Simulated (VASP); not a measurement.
Rh:

```xyz
4
Lattice="2.6917 0.0000 0.0000 -1.3459 2.3311 0.0000 0.0000 0.0000 8.7981" Properties=species:S:1:pos:R:3 pbc="T T T"
Rh    1.3459    0.7770    6.5986
Rh    0.0000    0.0000    4.3990
Rh    0.0000    1.5541    2.1995
Rh    0.0000    0.0000    0.0000
```

This isn't the form of Rh at room conditions, which is fcc.

- Program: VASP 6.6.1
- Task: relaxation of cell and atoms
- Functional: PBEsol
- Potentials or basis: VASP PAW PBE potentials, release 64 (Rh_pv)
- Cutoff: 600 eV
- k mesh: 11 × 11 × 3
- Occupations: fermi-dirac, width 0.05 eV
- Spin: no spin polarisation

At the start: pressure -5.8 GPa; volume 13.80 Å³/atom.

Task: Where does the relaxation end?

Result: Over 11 steps the energy falls by 5.3 meV/atom and the volume is 13.52 Å³/atom (-2.0 %); space group P6_3/mmc (No. 194, to 0.1 Å) before and after.

The path:
| step | energy change (eV) | largest force (eV/Å) | pressure (GPa) | volume (Å³) |
| --- | --- | --- | --- | --- |
| 1 | 0.0000 | 0.0000 | -5.78 | 55.21 |
| 2 | 0.1239 | 0.0000 | 17.74 | 51.32 |
| 3 | -0.0211 | 0.0000 | -0.03 | 54.10 |
| 4 | -0.0211 | 0.0000 | 0.05 | 54.07 |
| 5 | -0.0211 | 0.0000 | 0.19 | 54.05 |
| 6 | -0.0213 | 0.0000 | 0.13 | 54.07 |
| 7 | -0.0214 | 0.0000 | 0.13 | 54.06 |
| 8 | -0.0214 | 0.0000 | 0.14 | 54.06 |
| 9 | -0.0214 | 0.0000 | 0.14 | 54.06 |
| 10 | -0.0213 | 0.0000 | -0.23 | 54.14 |
| 11 | -0.0214 | 0.0000 | -0.01 | 54.09 |

Final structure:
```
CELL_PARAMETERS angstrom
2.67754 0.00000 0.00000
-1.33877 2.31882 0.00000
0.00000 0.00000 8.71118
ATOMIC_POSITIONS crystal
Rh 0.66667 0.33333 0.75000
Rh 0.00000 0.00000 0.50000
Rh 0.33333 0.66667 0.25000
Rh 0.00000 0.00000 0.00000
```

Caveat: the PAW data sets were made with another functional, which shifts forces and pressure a little.
